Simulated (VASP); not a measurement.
# Zn in VASP: further runs

Zn is run at these levels: PBE; tasks: single point, relaxation of the atoms.

Program: VASP 6.6.1. These are calculated values, not measurements. Logs are shortened: lines on timing, memory, paths and dates and some standing lists are left out, and cuts for length are marked.

## Step 1: The cell of the first run

The typed cell holds 4 atoms: a = 4.056 Å, b = 4.056 Å, c = 4.056 Å, α = 90.00°, β = 90.00°, γ = 90.00°.

This isn't the form of Zn at room conditions, which is hcp.

## Step 2: Single point, PBE (16.68 Å³/atom)

The input, INCAR:

```
PREC = Accurate ; ENCUT = 520
EDIFF = 1E-7 ; ISMEAR = 0
SIGMA = 0.1 ; LREAL = False
LASPH = True ; NELM = 100
ALGO = Fast ; ISIF = 2
LWAVE = False ; LCHARG = True
GGA = PE ; LELF = True
LVHAR = True ; NBANDS = 32
```

The input, KPOINTS:

```
Automatic mesh
0
Gamma
  12 12 12
```

The input, POSCAR:

```
Zn
1.0
    4.0555406870      0.0000000000      0.0000000000
    0.0000000000      4.0555406870      0.0000000000
    0.0000000000      0.0000000000      4.0555406870
Zn
4
Direct
   -0.0000143069     -0.0000143069     -0.0000143069
    0.5000143069      1.0000143069      0.4999856931
    0.4999856931      0.5000143069      1.0000143069
    1.0000143069      0.4999856931      0.5000143069
```

Potentials or basis: VASP PAW PBE potentials, release 64 (Zn).

Launch:

```bash
cat potpaw_PBE.64/Zn/POTCAR > POTCAR
mpirun -np 1 vasp_std > vasp.out
```

OUTCAR:

```text
PREC = Accurate
   ENCUT = 520
   EDIFF = 1E-7
   ISMEAR = 0
   LREAL = False
   LASPH = True
   NELM = 100
   ISIF = 2
   GGA = PE

 ion  position               nearest neighbor table
   1  1.000  1.000  1.000-   2 2.87   3 2.87   4 2.87   2 2.87   4 2.87   3 2.87   3 2.87   4 2.87
                             4 2.87   2 2.87   3 2.87   2 2.87
   2  0.500  0.000  0.500-   1 2.87   3 2.87   4 2.87   1 2.87   3 2.87   4 2.87   3 2.87   4 2.87
                             1 2.87   3 2.87   1 2.87   4 2.87
   3  0.500  0.500  0.000-   1 2.87   2 2.87   4 2.87   4 2.87   2 2.87   1 2.87   4 2.87   1 2.87
                             4 2.87   2 2.87   2 2.87   1 2.87
   4  0.000  0.500  0.500-   1 2.87   2 2.87   3 2.87   3 2.87   1 2.87   2 2.87   1 2.87   1 2.87
                             2 2.87   2 2.87   3 2.87   3 2.87

  LATTYP: Found a simple cubic cell.
 ALAT       =     4.0555406870

  Lattice vectors:

 A1 = (   4.0555406870,   0.0000000000,   0.0000000000)
 A2 = (   0.0000000000,   4.0555406870,   0.0000000000)
 A3 = (   0.0000000000,   0.0000000000,   4.0555406870)

Analysis of symmetry for initial positions (statically):
=====================================================================
 Subroutine PRICEL returns:
 Original cell was already a primitive cell.

 Routine SETGRP: Setting up the symmetry group for a
 simple cubic supercell.

 Subroutine GETGRP returns: Found 12 space group operations
 (whereof  3 operations were pure point group operations)
 out of a pool of 48 trial point group operations.

The static configuration has the point symmetry C_3 .
 The point group associated with its full space group is T   .

Analysis of symmetry for dynamics (positions and initial velocities):
=====================================================================
 Subroutine PRICEL returns:
 Original cell was already a primitive cell.

 Routine SETGRP: Setting up the symmetry group for a
 simple cubic supercell.

 Subroutine GETGRP returns: Found 12 space group operations
 (whereof  3 operations were pure point group operations)
 out of a pool of 48 trial point group operations.

The dynamic configuration has the point symmetry C_3 .
 The point group associated with its full space group is T   .

 Subroutine INISYM returns: Found 12 space group operations
 (whereof  3 operations are pure point group operations),
 and found     1 'primitive' translations

----------------------------------------------------------------------------------------

                                     Primitive cell

  volume of cell :      66.7031

  direct lattice vectors                    reciprocal lattice vectors
     4.055540687  0.000000000  0.000000000     0.246576246  0.000000000  0.000000000
     0.000000000  4.055540687  0.000000000     0.000000000  0.246576246  0.000000000
     0.000000000  0.000000000  4.055540687     0.000000000  0.000000000  0.246576246

  length of vectors
     4.055540687  4.055540687  4.055540687     0.246576246  0.246576246  0.246576246

  position of ions in fractional coordinates (direct lattice)
     0.999985693  0.999985693  0.999985693
     0.500014307  0.000014307  0.499985693
     0.499985693  0.500014307  0.000014307
     0.000014307  0.499985693  0.500014307

  ion indices of the primitive-cell ions
   primitive index   ion index
                 1           1
                 2           2
                 3           3
                 4           4

----------------------------------------------------------------------------------------

 KPOINTS: Automatic mesh

Automatic generation of k-mesh.
 Grid dimensions read from file:
 generate k-points for:   12   12   12

 Generating k-lattice:

  Cartesian coordinates                     Fractional coordinates (reciprocal lattice)
     0.020548021  0.000000000  0.000000000     0.083333333  0.000000000  0.000000000
     0.000000000  0.020548021  0.000000000     0.000000000  0.083333333  0.000000000
     0.000000000  0.000000000  0.020548021     0.000000000  0.000000000  0.083333333

  Length of vectors
     0.020548021  0.020548021  0.020548021

  Shift w.r.t. Gamma in fractional coordinates (k-lattice)
     0.000000000  0.000000000  0.000000000

 Subroutine IBZKPT returns following result:
 ===========================================

 Found    119 irreducible k-points:

 Following reciprocal coordinates:
            Coordinates               Weight
  0.000000  0.000000  0.000000      1.000000
  0.083333  0.000000  0.000000      6.000000
  0.166667  0.000000  0.000000      6.000000
  0.250000  0.000000  0.000000      6.000000
  0.333333  0.000000  0.000000      6.000000
  0.416667  0.000000  0.000000      6.000000
[... 16 lines left out ...]
 -0.166667  0.333333  0.000000     12.000000
  0.416667  0.166667  0.000000     12.000000
 [... further k-points ...]
   k-points           NKPTS =    119   k-points in BZ     NKDIM =    119   number of bands    NBANDS=     32
   number of dos      NEDOS =    301   number of ions     NIONS =      4
   total plane-waves  NPLWV =  27000
   dimension x,y,z NGX =    30 NGY =   30 NGZ =   30
   dimension x,y,z NGXF=    60 NGYF=   60 NGZF=   60
   ions per type =               4
   NGX,Y,Z   is equivalent  to a cutoff of  12.30, 12.30, 12.30 a.u.
   NGXF,Y,Z  is equivalent  to a cutoff of  24.60, 24.60, 24.60 a.u.
 SYSTEM =  unknown system
   PREC   = accura    normal or accurate (medium, high low for compatibility)
   ISTART =      0    job   : 0-new  1-cont  2-samecut
   ICHARG =      2    charge: 1-file 2-atom 10-const
   ISPIN  =      1    spin polarized calculation?
   LNONCOLLINEAR =      F non collinear calculations
   LSORBIT =      F    spin-orbit coupling
   LASPH  =      T    aspherical Exc in radial PAW
   ENCUT  =  520.0 eV  38.22 Ry    6.18 a.u.   7.54  7.54  7.54*2*pi/ulx,y,z
   NELM   =    100;   NELMIN=  2; NELMDL= -5     # of ELM steps
   EDIFF  = 0.1E-06   stopping-criterion for ELM
   LREAL  =      F    real-space projection
   EDIFFG = 0.1E-05   stopping-criterion for IOM
   NSW    =      0    number of steps for IOM
   IBRION =     -1    ionic relax: 0-MD 1-quasi-New 2-CG
   NFREE  =      0    steps in history (QN), initial steepest desc. (CG)
   ISIF   =      2    stress and relaxation
   ISYM   =      2    0-nonsym 1-usesym 2-fastsym
   POTIM  = 0.5000    time-step for ionic-motion
   TEBEG  =    0.0;   TEEND  =   0.0 temperature during run
   PSTRESS=    0.0 pullay stress
   NELECT =      48.0000    total number of electrons
   NUPDOWN=      -1.0000    fix difference up-down
   EMIN   =  10.00;   EMAX   =-10.00  energy-range for DOS
   EFERMI =   0.00;   METHOD = LEGACY
   ISMEAR =     0;   SIGMA  =   0.10  broadening in eV -4-tet -1-fermi 0-gaus
   EFERMI_NEDOS =   21; number of points for ismear=-14 and -15
   IALGO  =     68    algorithm
   IMIX   =      4    mixing-type and parameters
     AMIX     =   0.40;   BMIX     =  1.00
     AMIX_MAG =   1.60;   BMIX_MAG =  1.00
  volume/ion in A,a.u.               =      16.68       112.53
  Fermi-wavevector in a.u.,A,eV,Ry     =   1.467033  2.772290 29.282256  2.152185
  Thomas-Fermi vector in A             =   2.582699
   LORBIT       =      0    0 simple, 1 ext, 2 COOP (PROOUT), +10 PAW based schemes
   GGA     = PE    functional components
   LHFCALC =     F    Hartree Fock is set to
   AEXX    =    0.0000 exact exchange contribution
   IVDW    =     0    specifies the selected vdW correction
   LEPSILON=     F    determine dielectric tensor
   LRPA    =     F    only Hartree local field effects (RPA)
 non-spin polarized calculation
 RMM-DIIS sequential band-by-band and
 Gauss-broadening in eV      SIGMA  =   0.10
  energy-cutoff  :      520.00
  volume of cell :       66.70
 maximum number of plane-waves:      1856
   NGX = 15   NGY = 15   NGZ = 15

 number of electron      48.0000057 magnetization

 Free energy of the ion-electron system (eV)
  ---------------------------------------------------
  ext. energy  EPLUGINS =         0.00000000
  ---------------------------------------------------
  free energy    TOTEN  =        -4.24662096 eV

  energy without entropy =       -4.24019330  energy(sigma->0) =       -4.24340713

 E-fermi :   2.3993     XC(G=0): -11.0896

 val. band max:        2.3543075976   @ k =   0.3333   0.3333   0.2500
 cond. band min:       2.4131352282   @ k =   0.1667   0.1667   0.0000
 fundamental gap:      0.0588276306
 Fermi energy:         2.3992827710

 k-point     1 :       0.0000    0.0000    0.0000
  band No.  band energies     occupation
      1      -7.1845      2.00000
      2      -5.5026      2.00000
      3      -5.5026      2.00000
      4      -5.5026      2.00000
      5      -5.4533      2.00000
      6      -5.4533      2.00000
[... 24 lines left out ...]
     31      10.4099      0.00000
     32      10.4099      0.00000

 k-point     2 :       0.0833    0.0000    0.0000
  band No.  band energies     occupation
      1      -7.1189      2.00000
      2      -5.4920      2.00000
      3      -5.4869      2.00000
      4      -5.4869      2.00000
      5      -5.4447      2.00000
      6      -5.4408      2.00000
[... 24 lines left out ...]
     31      10.0036      0.00000
     32      10.4917      0.00000

 k-point     3 :       0.1667    0.0000    0.0000
  band No.  band energies     occupation
      1      -6.9239      2.00000
      2      -5.4621      2.00000
      3      -5.4423      2.00000
      4      -5.4423      2.00000
      5      -5.4197      2.00000
      6      -5.4032      2.00000
[... 24 lines left out ...]
     31       9.1397      0.00000
     32      10.7357      0.00000

 k-point     4 :       0.2500    0.0000    0.0000
  band No.  band energies     occupation
      1      -6.6056      2.00000
      2      -5.4179      2.00000
      3      -5.3797      2.00000
      4      -5.3762      2.00000
      5      -5.3762      2.00000
      6      -5.3410      2.00000
[... 24 lines left out ...]
     31       8.2020      0.00000
     32      11.1371      0.00000

 k-point     5 :       0.3333    0.0000    0.0000
  band No.  band energies     occupation
      1      -6.1831      2.00000
      2      -5.3707      2.00000
      3      -5.3276      2.00000
      4      -5.3018      2.00000
      5      -5.3018      2.00000
      6      -5.2545      2.00000
[... 584 lines left out ...]
     31       9.5037      0.00000
     32       9.8760      0.00000

 k-point    22 :       0.3333    0.1667    0.0000
  band No.  band energies     occupation
      1      -5.9666      2.00000
      2      -5.3076      2.00000
      3      -5.2982      2.00000
      4      -5.2890      2.00000
      5      -5.2538      2.00000
      6      -5.2334      2.00000
[... 24 lines left out ...]
     31      10.0079      0.00000
     32      10.1425      0.00000

 k-point    23 :      -0.1667    0.3333    0.0000
  band No.  band energies     occupation
      1      -5.9666      2.00000
      2      -5.3076      2.00000
      3      -5.2982      2.00000
      4      -5.2890      2.00000
      5      -5.2538      2.00000
      6      -5.2334      2.00000
[... 24 lines left out ...]
     31      10.0079      0.00000
     32      10.1425      0.00000

 k-point    24 :       0.4167    0.1667    0.0000
  band No.  band energies     occupation
      1      -5.5568      2.00000
      2      -5.2608      2.00000
      3      -5.2340      2.00000
      4      -5.2321      2.00000
      5      -5.1906      2.00000
      6      -5.1318      2.00000
[... 24 lines left out ...]
     31      10.6418      0.00000
     32      10.7145      0.00000

 [... further k-points ...]

------------------------ aborting loop because EDIFF is reached ----------------------------------------

  FORCE on cell =-STRESS in cart. coord.  units (eV):
  Direction    XX          YY          ZZ          XY          YZ          ZX
  --------------------------------------------------------------------------------------
  -------------------------------------------------------------------------------------
  Total       -2.0195478     -2.0195478     -2.0195478     -0.0000000      0.0000000      0.0000000
  in kB      -48.5085655    -48.5085655    -48.5085655     -0.0000000      0.0000000      0.0000000
  external PRESSURE =     -48.5085655 kB  Pullay stress =       0.0000000 kB

 VOLUME and BASIS-vectors are now :
 -----------------------------------------------------------------------------
  energy-cutoff  :      520.00
  volume of cell :       66.70
      direct lattice vectors                 reciprocal lattice vectors
     4.055540687  0.000000000  0.000000000     0.246576246  0.000000000  0.000000000
     0.000000000  4.055540687  0.000000000     0.000000000  0.246576246  0.000000000
     0.000000000  0.000000000  4.055540687     0.000000000  0.000000000  0.246576246

 POSITION                                       TOTAL-FORCE (eV/Angst)
 -----------------------------------------------------------------------------------
      4.05548      4.05548      4.05548         0.000071      0.000071      0.000071
      2.02783      0.00006      2.02771        -0.000071     -0.000071      0.000071
      2.02771      2.02783      0.00006         0.000071     -0.000071     -0.000071
      0.00006      2.02771      2.02783        -0.000071      0.000071     -0.000071
 -----------------------------------------------------------------------------------
    total drift:                                0.000000      0.000000      0.000000

  FREE ENERGIE OF THE ION-ELECTRON SYSTEM (eV)
  ---------------------------------------------------
  free  energy   TOTEN  =        -4.2466209611 eV

  energy  without entropy=       -4.2401932989  energy(sigma->0) =       -4.24340713
```

Wall time 2.2 min (1 thread of Intel Xeon Platinum 8488C (Sapphire Rapids), shared host); peak memory 0.29 GiB.

Results:

| Item | Value |
| --- | --- |
| Free energy | -4.2466 eV |
| Pressure | -4.9 GPa |
| Band gap on the k mesh | zero (bands 24 and 25 overlap by 3.72 eV) |

Levels at points of the mesh, in eV from the Fermi level:
| k point | band 22 | band 23 | band 24 | band 25 | band 26 | band 27 |
| --- | --- | --- | --- | --- | --- | --- |
| (0.00, 0.00, 0.00) | -0.72 | -0.72 | -0.72 | 1.43 | 1.43 | 1.43 |
| (0.50, 0.00, 0.00) | -6.68 | 2.24 | 2.24 | 2.24 | 2.24 | 2.62 |
| (0.50, 0.50, 0.00) | -4.31 | -4.31 | -4.31 | 4.87 | 4.87 | 4.87 |
| (0.50, 0.50, 0.50) | -2.47 | -2.47 | -2.47 | -1.48 | -1.48 | -1.48 |

Caveat: the cell stands under tension.

## Step 3: Relaxation of the atoms, PBE (13.34 Å³/atom)

This run uses another cell than the first one, of 13.34 Å³/atom.

The input, INCAR:

```
PREC = Accurate
ENCUT = 520
EDIFF = 1E-7
ISMEAR = 0
SIGMA = 0.1
LREAL = F
LASPH = T
NELM = 80
ALGO = Fast
ISIF = 2
LWAVE = F
LCHARG = F
GGA = PE
IBRION = 2
NSW = 50
EDIFFG = -0.01
```

KPOINTS is that of step 2.

The input, POSCAR:

```
Zn
1.0
    3.7648304734      0.0000000000      0.0000000000
    0.0000000000      3.7648304734      0.0000000000
    0.0000000000      0.0000000000      3.7648304734
Zn
4
Direct
   -0.0000143069     -0.0000143069     -0.0000143069
    0.5000143069      1.0000143069      0.4999856931
    0.4999856931      0.5000143069      1.0000143069
    1.0000143069      0.4999856931      0.5000143069
```

Potentials or basis: VASP PAW PBE potentials, release 64 (Zn).

Launch:

```bash
cat potpaw_PBE.64/Zn/POTCAR > POTCAR
mpirun -np 1 vasp_std > vasp.out
```

Wall time 2.9 min (1 thread of Oxide Virtual Turin-like, shared host); peak memory 0.21 GiB.

It converged, with:

```
Free energy             : -4.0823 eV
Pressure after relaxing : 12.8 GPa
```

Final structure:
```
Zn
1.0
     3.76483    0.00000    0.00000
     0.00000    3.76483    0.00000
     0.00000    0.00000    3.76483
Zn
4
Cartesian
  3.7648 3.7648 3.7648
  1.8825 0.0001 1.8824
  1.8824 1.8825 0.0001
  0.0001 1.8824 1.8825
```

Levels at points of the mesh, in eV from the Fermi level:
```
           k point  band 20  band 21  band 22  band 23  band 24  band 25  band 26  band 27  band 28
(0.00, 0.00, 0.00)    -7.10    -7.10    -1.37    -1.37    -1.37     2.21     2.21     2.21     9.08
(0.50, 0.00, 0.00)    -7.37    -7.10    -7.10     2.32     2.32     2.32     2.32     3.88     3.88
(0.50, 0.50, 0.00)    -7.53    -4.90    -4.90    -4.90    -4.90     5.44     5.44     5.44     5.44
(0.50, 0.50, 0.50)    -7.19    -3.50    -3.50    -3.50    -3.50    -1.17    -1.17    -1.17    -1.17
```

Caveat: the relaxation stopped at its first step, so nothing moved; the highest band is partly filled, so the run has too few bands.

## Step 4: Relaxation of the atoms, PBE (14.25 Å³/atom)

This run uses another cell than the first one, of 14.25 Å³/atom.

The input, INCAR:

```
SYSTEM = Zn
  PREC = Accurate
  ENCUT = 520
  EDIFF = 1E-6
  ISMEAR = 0
  SIGMA = 0.1
  LREAL = .False.
  LASPH = .True.
  NELM = 100
  ALGO = Fast
  ISIF = 2
  LWAVE = .False.
  LCHARG = .False.
  GGA = PE
  IBRION = 2
  NSW = 50
  EDIFFG = -0.01
```

The input, KPOINTS:

```
regular mesh
0
Gamma
  12 12 12
  0 0 0
```

The input, POSCAR:

```
Zn
1.0
    3.8485206300      0.0000000000      0.0000000000
    0.0000000000      3.8485206300      0.0000000000
    0.0000000000      0.0000000000      3.8485206300
Zn
4
Direct
   -0.0000143069     -0.0000143069     -0.0000143069
    0.5000143069      1.0000143069      0.4999856931
    0.4999856931      0.5000143069      1.0000143069
    1.0000143069      0.4999856931      0.5000143069
```

Launch:

```bash
cat potpaw_PBE.64/Zn/POTCAR > POTCAR
mpirun -np 1 vasp_std > vasp.out
```

Wall time 3.1 min (1 thread of Oxide Virtual Turin-like, shared host); peak memory 0.23 GiB.

Results (log left out):

```
Free energy             : -4.2824 eV
Pressure after relaxing : 5.4 GPa
```

Final structure:
```xyz
4
Lattice="3.8485 0.0000 0.0000 0.0000 3.8485 0.0000 0.0000 0.0000 3.8485" Properties=species:S:1:pos:R:3 pbc="T T T"
Zn    3.8485    3.8485    3.8485
Zn    1.9243    0.0001    1.9242
Zn    1.9242    1.9243    0.0001
Zn    0.0001    1.9242    1.9243
```

Levels at points of the mesh, in eV from the Fermi level:
```csv
k point,band 20,band 21,band 22,band 23,band 24,band 25,band 26,band 27,band 28
"(0.00, 0.00, 0.00)",-6.95,-6.95,-1.13,-1.13,-1.13,1.99,1.99,1.99,8.78
"(0.50, 0.00, 0.00)",-7.19,-6.95,-6.95,2.31,2.31,2.31,2.31,3.51,3.51
"(0.50, 0.50, 0.00)",-7.33,-4.70,-4.70,-4.70,-4.70,5.29,5.29,5.29,5.29
"(0.50, 0.50, 0.50)",-7.03,-3.15,-3.15,-3.15,-3.15,-1.25,-1.25,-1.25,-1.25
```

Caveat: the relaxation stopped at its first step, so nothing moved; the highest band is partly filled, so the run has too few bands.

## Step 5: Summary

```tsv
task	cell	pressure (GPa)
single point	a = 4.056 Å, 4 atoms	-4.9
relaxation of the atoms	atoms relaxed from a = 3.765 Å, 4 atoms	12.8
relaxation of the atoms	atoms relaxed from a = 3.849 Å, 4 atoms	5.4
```

Alike in all rows: level PBE; potentials or basis VASP PAW PBE potentials, release 64 (Zn); no spin polarisation; k mesh 12 × 12 × 12; cutoff (eV) 520; smearing gaussian 0.1 eV.

Caveats: the relaxation stopped at its first step, so nothing moved (at least some runs); the highest band is partly filled, so the run has too few bands (at least some runs); the cell stands under tension (at least some runs).

Absolute energies hang on the potentials; compare differences alone.
